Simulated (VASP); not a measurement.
# Ge (Fd-3m) in VASP: further runs

Ge is run at these levels: r2SCAN; tasks: relaxation of cell and atoms.

Everything below comes from runs of VASP 6.6.1. Logs are shortened: lines on timing, memory, paths and dates and some standing lists are left out, and cuts for length are marked.

**1. The cell of the first run**

Symmetry: Fd-3m, No. 227, cubic system. The conventional cell has a = 5.676 Å, b = 5.676 Å, c = 5.676 Å, α = 90.00°, β = 90.00°, γ = 90.00°. Within 3.2 Å of Ge (site symmetry -43m) lie 4 Ge at 2.46 Å.

**2. Relaxation of cell and atoms, r2SCAN, target pressure 4 GPa, at which the enthalpy is minimised**

Contents of POSCAR:

```
Ge
1.0
    2.8377577931      2.8377577931      0.0000000000
   -2.8377577931      2.8377577931      0.0000000000
    0.0000000000      2.8377577931      2.8377577931
Ge
2
Direct
    0.5000000000      0.5000000000      0.0000000000
    0.7500000000      0.2500000000      0.5000000000
```

Contents of INCAR.step1:

```
SYSTEM = Ge
PREC     = Accurate       ! precision mode
ENCUT    = 600            ! plane-wave cutoff, eV
ISMEAR   = 0              ! smearing method
SIGMA    = 0.01           ! smearing width, eV
LREAL    = .FALSE.        ! projectors in reciprocal space
LASPH    = .TRUE.         ! aspherical terms in the spheres
NELM     = 100            ! most SCF steps
GGA      = PE             ! functional
ALGO     = Normal         ! electronic algorithm
EDIFF    = 1E-4           ! SCF threshold, eV
LWAVE    = .TRUE.         ! write WAVECAR
LCHARG   = .FALSE.        ! write CHGCAR
```

Contents of INCAR.step2:

```
SYSTEM = Ge
PREC     = Accurate       ! precision mode
ENCUT    = 600            ! plane-wave cutoff, eV
EDIFF    = 1E-7           ! SCF threshold, eV
ISMEAR   = 0              ! smearing method
SIGMA    = 0.01           ! smearing width, eV
LREAL    = .FALSE.        ! projectors in reciprocal space
LASPH    = .TRUE.         ! aspherical terms in the spheres
NELM     = 100            ! most SCF steps
ALGO     = Normal         ! electronic algorithm
ISIF     = 3              ! what is computed and relaxed
LWAVE    = .FALSE.        ! write WAVECAR
LCHARG   = .FALSE.        ! write CHGCAR
METAGGA  = R2SCAN         ! meta-GGA
LMIXTAU  = .TRUE.       
IBRION   = 2              ! ionic algorithm
NSW      = 100            ! ionic steps
EDIFFG   = -0.002         ! ionic threshold
PSTRESS  = 40.0         
ISTART   = 1
```

Contents of KPOINTS:

```
regular mesh
0
G
  12 12 12
  0 0 0
```

Potentials or basis: VASP PAW PBE potentials, release 64 (Ge_d).

Started as:

```sh
$ cat potpaw_PBE.64/Ge_d/POTCAR > POTCAR
$ cp INCAR.step1 INCAR
$ mpirun -np 1 vasp_std > vasp.out
$ cp INCAR.step2 INCAR
$ mpirun -np 1 vasp_std > vasp.out
```

OUTCAR:

```text
SYSTEM = Ge
   PREC = Accurate
   ENCUT = 600
   EDIFF = 1E-7
   ISMEAR = 0
   LREAL = .FALSE.
   LASPH = .TRUE.
   NELM = 100
   ISIF = 3
   METAGGA = R2SCAN
   IBRION = 2
   NSW = 100
   EDIFFG = -0.002
   PSTRESS = 40.0
   ISTART = 1

 ion  position               nearest neighbor table
   1  0.500  0.500  0.000-   2 2.46   2 2.46   2 2.46   2 2.46
   2  0.750  0.250  0.500-   1 2.46   1 2.46   1 2.46   1 2.46

  LATTYP: Found a face centered cubic cell.
 ALAT       =     5.6755155862

  Lattice vectors:

 A1 = (   0.0000000000,   2.8377577931,   2.8377577931)
 A2 = (   2.8377577931,   0.0000000000,   2.8377577931)
 A3 = (   2.8377577931,   2.8377577931,   0.0000000000)

Analysis of symmetry for initial positions (statically):
=====================================================================
 Subroutine PRICEL returns:
 Original cell was already a primitive cell.

 Routine SETGRP: Setting up the symmetry group for a
 face centered cubic supercell.

 Subroutine GETGRP returns: Found 48 space group operations
 (whereof 24 operations were pure point group operations)
 out of a pool of 48 trial point group operations.

The static configuration has the point symmetry T_d .
 The point group associated with its full space group is O_h .

Analysis of symmetry for dynamics (positions and initial velocities):
=====================================================================
 Subroutine PRICEL returns:
 Original cell was already a primitive cell.

 Routine SETGRP: Setting up the symmetry group for a
 face centered cubic supercell.

 Subroutine GETGRP returns: Found 48 space group operations
 (whereof 24 operations were pure point group operations)
 out of a pool of 48 trial point group operations.

The dynamic configuration has the point symmetry T_d .
 The point group associated with its full space group is O_h .

 Subroutine INISYM returns: Found 48 space group operations
 (whereof 24 operations are pure point group operations),
 and found     1 'primitive' translations

----------------------------------------------------------------------------------------

                                     Primitive cell

  volume of cell :      45.7042

  direct lattice vectors                    reciprocal lattice vectors
     2.837757793  2.837757793  0.000000000     0.176195446  0.176195446 -0.176195446
    -2.837757793  2.837757793  0.000000000    -0.176195446  0.176195446 -0.176195446
     0.000000000  2.837757793  2.837757793     0.000000000  0.000000000  0.352390892

  length of vectors
     4.013195558  4.013195558  4.013195558     0.305179465  0.305179465  0.352390892

  position of ions in fractional coordinates (direct lattice)
     0.500000000  0.500000000  0.000000000
     0.750000000  0.250000000  0.500000000

  ion indices of the primitive-cell ions
   primitive index   ion index
                 1           1
                 2           2

----------------------------------------------------------------------------------------

 KPOINTS: regular mesh

Automatic generation of k-mesh.
 Grid dimensions read from file:
 generate k-points for:   12   12   12

 Generating k-lattice:

  Cartesian coordinates                     Fractional coordinates (reciprocal lattice)
     0.014682954  0.014682954 -0.014682954     0.083333333  0.000000000  0.000000000
    -0.014682954  0.014682954 -0.014682954     0.000000000  0.083333333  0.000000000
     0.000000000  0.000000000  0.029365908     0.000000000  0.000000000  0.083333333

  Length of vectors
     0.025431622  0.025431622  0.029365908

  Shift w.r.t. Gamma in fractional coordinates (k-lattice)
     0.000000000  0.000000000  0.000000000

 Subroutine IBZKPT returns following result:
 ===========================================

 Found     72 irreducible k-points:

 Following reciprocal coordinates:
            Coordinates               Weight
  0.000000  0.000000  0.000000      1.000000
  0.083333  0.000000  0.000000      8.000000
  0.166667  0.000000  0.000000      8.000000
  0.250000  0.000000  0.000000      8.000000
  0.333333  0.000000  0.000000      8.000000
  0.416667  0.000000  0.000000      8.000000
[... 16 lines left out ...]
  0.500000  0.166667  0.000000     24.000000
 -0.416667  0.166667  0.000000     24.000000
 [... further k-points ...]
   k-points           NKPTS =     72   k-points in BZ     NKDIM =     72   number of bands    NBANDS=     18
   number of dos      NEDOS =    301   number of ions     NIONS =      2
   total plane-waves  NPLWV =  32768
   dimension x,y,z NGX =    32 NGY =   32 NGZ =   32
   dimension x,y,z NGXF=    64 NGYF=   64 NGZF=   64
   ions per type =               2
   NGX,Y,Z   is equivalent  to a cutoff of  13.26, 13.26, 13.26 a.u.
   NGXF,Y,Z  is equivalent  to a cutoff of  26.51, 26.51, 26.51 a.u.
 SYSTEM =  Ge
   PREC   = accura    normal or accurate (medium, high low for compatibility)
   ISTART =      1    job   : 0-new  1-cont  2-samecut
   ICHARG =      0    charge: 1-file 2-atom 10-const
   ISPIN  =      1    spin polarized calculation?
   LNONCOLLINEAR =      F non collinear calculations
   LSORBIT =      F    spin-orbit coupling
   LASPH  =      T    aspherical Exc in radial PAW
   ENCUT  =  600.0 eV  44.10 Ry    6.64 a.u.   8.02  8.02  8.02*2*pi/ulx,y,z
   NELM   =    100;   NELMIN=  2; NELMDL=  0     # of ELM steps
   EDIFF  = 0.1E-06   stopping-criterion for ELM
   LREAL  =      F    real-space projection
   EDIFFG = -.2E-02   stopping-criterion for IOM
   NSW    =    100    number of steps for IOM
   IBRION =      2    ionic relax: 0-MD 1-quasi-New 2-CG
   NFREE  =      1    steps in history (QN), initial steepest desc. (CG)
   ISIF   =      3    stress and relaxation
   ISYM   =      2    0-nonsym 1-usesym 2-fastsym
   POTIM  = 0.5000    time-step for ionic-motion
   TEBEG  =    0.0;   TEEND  =   0.0 temperature during run
   PSTRESS=   40.0 pullay stress
   NELECT =      28.0000    total number of electrons
   NUPDOWN=      -1.0000    fix difference up-down
   EMIN   =  10.00;   EMAX   =-10.00  energy-range for DOS
   EFERMI =   0.00;   METHOD = LEGACY
   ISMEAR =     0;   SIGMA  =   0.01  broadening in eV -4-tet -1-fermi 0-gaus
   EFERMI_NEDOS =   21; number of points for ismear=-14 and -15
   IALGO  =     38    algorithm
   IMIX   =      4    mixing-type and parameters
     AMIX     =   0.40;   BMIX     =  1.00
     AMIX_MAG =   1.60;   BMIX_MAG =  1.00
  volume/ion in A,a.u.               =      22.85       154.21
  Fermi-wavevector in a.u.,A,eV,Ry     =   1.390408  2.627490 26.303242  1.933234
  Thomas-Fermi vector in A             =   2.514346
   LORBIT       =      0    0 simple, 1 ext, 2 COOP (PROOUT), +10 PAW based schemes
   METAGGA = R2SCAN    functional components
   LHFCALC =     F    Hartree Fock is set to
   AEXX    =    0.0000 exact exchange contribution
   IVDW    =     0    specifies the selected vdW correction
   LEPSILON=     F    determine dielectric tensor
   LRPA    =     F    only Hartree local field effects (RPA)
 conjugate gradient relaxation of ions
 non-spin polarized calculation
 Gauss-broadening in eV      SIGMA  =   0.01
  energy-cutoff  :      600.00
  volume of cell :       45.70
 maximum number of plane-waves:      1546
   NGX = 17   NGY = 17   NGZ = 17

--------------------------------------- Ionic step        1  -------------------------------------------

 number of electron      28.0000020 magnetization

 Free energy of the ion-electron system (eV)
  ---------------------------------------------------
  ext. energy  EPLUGINS =         0.00000000
  ---------------------------------------------------
  free energy    TOTEN  =       -27.74583623 eV

  energy without entropy =      -27.74583623  energy(sigma->0) =      -27.74583623

------------------------ aborting loop because EDIFF is reached ----------------------------------------

  FORCE on cell =-STRESS in cart. coord.  units (eV):
  Direction    XX          YY          ZZ          XY          YZ          ZX
  --------------------------------------------------------------------------------------
  -------------------------------------------------------------------------------------
  Total        0.0248696      0.0248696      0.0248696      0.0000000      0.0000000      0.0000000
  in kB        0.8718126      0.8718126      0.8718126      0.0000000      0.0000000      0.0000000
  external PRESSURE =     -39.1281874 kB  Pullay stress =      40.0000000 kB

 VOLUME and BASIS-vectors are now :
 -----------------------------------------------------------------------------
  energy-cutoff  :      600.00
  volume of cell :       45.70
      direct lattice vectors                 reciprocal lattice vectors
     2.837757793  2.837757793  0.000000000     0.176195446  0.176195446 -0.176195446
    -2.837757793  2.837757793  0.000000000    -0.176195446  0.176195446 -0.176195446
     0.000000000  2.837757793  2.837757793     0.000000000  0.000000000  0.352390892
[... 46 lines left out ...]
  FREE ENERGIE OF THE ION-ELECTRON SYSTEM (eV)
  ---------------------------------------------------
  free  energy   TOTEN  =       -27.6707937080 eV

  energy  without entropy=      -27.6707937080  energy(sigma->0) =      -27.67079371

  enthalpy is  TOTEN    =       -26.6194470598 eV   P V=        1.0513466483

--------------------------------------- Ionic step        3  -------------------------------------------

 number of electron      27.9999978 magnetization

 Free energy of the ion-electron system (eV)
  ---------------------------------------------------
  ext. energy  EPLUGINS =         0.00000000
  ---------------------------------------------------
  free energy    TOTEN  =       -27.71935829 eV

  energy without entropy =      -27.71935829  energy(sigma->0) =      -27.71935829

 E-fermi :   5.2973     XC(G=0): -11.0283

 val. band max:        5.1996189152   @ k =   0.0000   0.0000   0.0000
 cond. band min:       5.7784954594   @ k =   0.5000   0.0000   0.0000
 fundamental gap:      0.5788765442
 Fermi energy:         5.2972885047

 k-point     1 :       0.0000    0.0000    0.0000
  band No.  band energies     occupation
      1     -20.3570      2.00000
      2     -20.3570      2.00000
      3     -20.3570      2.00000
      4     -20.3143      2.00000
      5     -20.3143      2.00000
      6     -20.0738      2.00000
[... 10 lines left out ...]
     17       7.9261      0.00000
     18       7.9262      0.00000
[... 463 lines left out ...]
 k-point    24 :      -0.4167    0.1667    0.0000
  band No.  band energies     occupation
      1     -20.3997      2.00000
      2     -20.3846      2.00000
      3     -20.3308      2.00000
      4     -20.2597      2.00000
      5     -20.2359      2.00000
      6     -20.1614      2.00000
[... 10 lines left out ...]
     17      10.8218      0.00000
     18      10.9481      0.00000

 [... further k-points ...]
[... 5 lines left out ...]
  --------------------------------------------------------------------------------------
  -------------------------------------------------------------------------------------
  Total        1.0901519      1.0901519      1.0901519      0.0000000      0.0000000     -0.0000000
  in kB       40.1351368     40.1351368     40.1351368      0.0000000      0.0000000     -0.0000000
  external PRESSURE =       0.1351368 kB  Pullay stress =      40.0000000 kB

 VOLUME and BASIS-vectors are now :
 -----------------------------------------------------------------------------
  energy-cutoff  :      600.00
  volume of cell :       43.52
      direct lattice vectors                 reciprocal lattice vectors
     2.791778479  2.791778479  0.000000000     0.179097304  0.179097304 -0.179097304
    -2.791778479  2.791778479  0.000000000    -0.179097304  0.179097304 -0.179097304
    -0.000000000  2.791778479  2.791778479     0.000000000  0.000000000  0.358194609

 POSITION                                       TOTAL-FORCE (eV/Angst)
 -----------------------------------------------------------------------------------
      0.00000      2.79178      0.00000        -0.000000     -0.000000      0.000000
      1.39589      4.18767      1.39589         0.000000      0.000000      0.000000
 -----------------------------------------------------------------------------------
    total drift:                               -0.000000     -0.000000     -0.000000

  FREE ENERGIE OF THE ION-ELECTRON SYSTEM (eV)
  ---------------------------------------------------
  free  energy   TOTEN  =       -27.7193582946 eV

  energy  without entropy=      -27.7193582946  energy(sigma->0) =      -27.71935829

  enthalpy is  TOTEN    =       -26.6328769601 eV   P V=        1.0864813345

 reached required accuracy - stopping structural energy minimisation
```

Run time: 12 min. Hardware: 1 thread of Oxide Virtual Turin-like, shared host; peak memory 0.2 GiB.

Results:

```
Free energy                                            : -27.7194 eV
Relaxed volume                                         : 21.76 Å³/atom
Relaxed cell                                           : a = 3.948 Å, b = 3.948 Å, c = 3.948 Å, α = 60.00°, β = 60.00°, γ = 90.00°
Space group after relaxing (to 0.05 Å)                 : Fd-3m (No. 227)
Energy change on relaxing (the enthalpy is what falls) : +13.2 meV/atom
Ionic steps                                            : 3
Pressure after relaxing                                : 4.0 GPa
Band gap on the k mesh                                 : 0.58 eV, indirect (least direct gap 0.79 eV)
```

The path:
| step | energy change (eV) | largest force (eV/Å) | pressure (GPa) | volume (Å³) |
| --- | --- | --- | --- | --- |
| 1 | 0.0000 | 0.0000 | 0.09 | 45.70 |
| 2 | 0.0750 | 0.0000 | 7.15 | 42.11 |
| 3 | 0.0265 | 0.0000 | 4.01 | 43.52 |

Final structure:
```
CELL_PARAMETERS angstrom
2.79178 2.79178 0.00000
-2.79178 2.79178 0.00000
0.00000 2.79178 2.79178
ATOMIC_POSITIONS crystal
Ge 0.50000 0.50000 0.00000
Ge 0.75000 0.25000 0.50000
```

Caveat: the cell is relaxed towards a set pressure, so the enthalpy falls and the energy may rise; the PAW data sets were made with another functional, which shifts forces and pressure a little.

(Continued in part 2 of 2.)
